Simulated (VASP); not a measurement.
Set up this calculation in VASP 6.6.1, as the native input.

```
Task                   : single point
Functional             : LDA
Potentials or basis    : VASP PAW LDA potentials, release 64 (Si, Ge_d)
Cutoff                 : 520 eV
k mesh                 : 12 × 12 × 6
Occupations            : gaussian, width 0.03 eV
Spin                   : no spin polarisation
Dipole correction      : no
Further INCAR settings : ALGO = Normal; EDIFF = 1e-07; NBANDS = 26
```

The structure of SiGe lies in POSCAR:

```
SiGe
1.0
    3.6417168615      0.0000000000      0.0000000000
   -1.8208584307      3.1538193154      0.0000000000
    0.0000000000      0.0000000000      7.2197036779
Si Ge
2 2
Direct
    0.6666666667      0.3333333333      0.8745031008
    0.3333333333      0.6666666667      0.3745031008
    0.6666666667      0.3333333333      0.5004958992
    0.3333333333      0.6666666667      0.0004958992
```

This cell differs from its parent crystal: volume 20.730 Å^3 an atom, c/a of the conventional cell 1.9825.

One way to write it, as run:

INCAR

```
SYSTEM = SiGe
PREC     = Accurate       ! precision mode
ENCUT    = 520            ! plane-wave cutoff, eV
EDIFF    = 1E-7           ! SCF threshold, eV
ISMEAR   = 0              ! smearing method
SIGMA    = 0.03           ! smearing width, eV
LREAL    = .FALSE.        ! projectors in reciprocal space
LASPH    = .TRUE.         ! aspherical terms in the spheres
NELM     = 60             ! most SCF steps
ALGO     = Normal         ! electronic algorithm
ISIF     = 2              ! what is computed and relaxed
LWAVE    = .FALSE.        ! write WAVECAR
LCHARG   = .FALSE.        ! write CHGCAR
GGA      = CA             ! functional
NBANDS   = 26             ! bands
```

KPOINTS

```
Automatic mesh
0
G
  12 12 6
  0 0 0
```

Potentials or basis: VASP PAW LDA potentials, release 64 (Si, Ge_d).

Command:

```console
$ cat potpaw_LDA.64/Si/POTCAR potpaw_LDA.64/Ge_d/POTCAR > POTCAR
$ mpirun -np 1 vasp_std > vasp.out
```

Results of the run:

```yaml
Pressure: 4.1 GPa
Largest_force: 1.016 eV/Å
Band_gap_on_the_k_mesh: zero (band 18 reaches 5.92 eV, above the bottom of band 19 at 5.23 eV)
```

Caveat: forces of over 1 eV/Å act on the atoms, so gaps and moduli don't describe the material at rest.

It took 2.6 min on 1 thread of AMD EPYC 7R43 64-Core Processor (Zen 3) (shared host), peak memory 0.21 GiB.
